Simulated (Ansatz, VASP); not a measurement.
# Two plane-wave programs on Ta

```
Ta
1.0
     0.00000    3.16101    3.16101
     3.16101    0.00000    3.16101
     3.16101    3.16101    0.00000
Ta
2
Direct
  0.12500 0.12500 0.12500
  0.87500 0.87500 0.87500
```

Alike in both runs: task single point; functional RPBE; k mesh 10 × 10 × 10; occupations fermi-dirac, width 0.1 eV; no spin polarisation.

|  | VASP | Ansatz |
| --- | --- | --- |
| version | VASP 6.6.1 | Ansatz 0.2.0 |
| potentials or method | VASP PAW PBE potentials, release 64 (Ta_pv), cutoff 520 eV | plane waves (420 eV) with PAW, scalar-relativistic |
| valence electrons in the cell | 22 | 26 |

Ansatz gave:

```
pressure (GPa) : -4.4
```

**Question.** Estimate VASP's values.

**Answer.** Pressure (GPa): -4.5.

VASP's potentials were made for PBE, not for RPBE. The functional is the same, so the differences come from potentials, cutoffs and numerics. VASP's potentials hold 22 valence electrons a cell and Ansatz's 26, so a difference there can come from the potentials and not from the codes.

Spin-orbit coupling is off throughout.
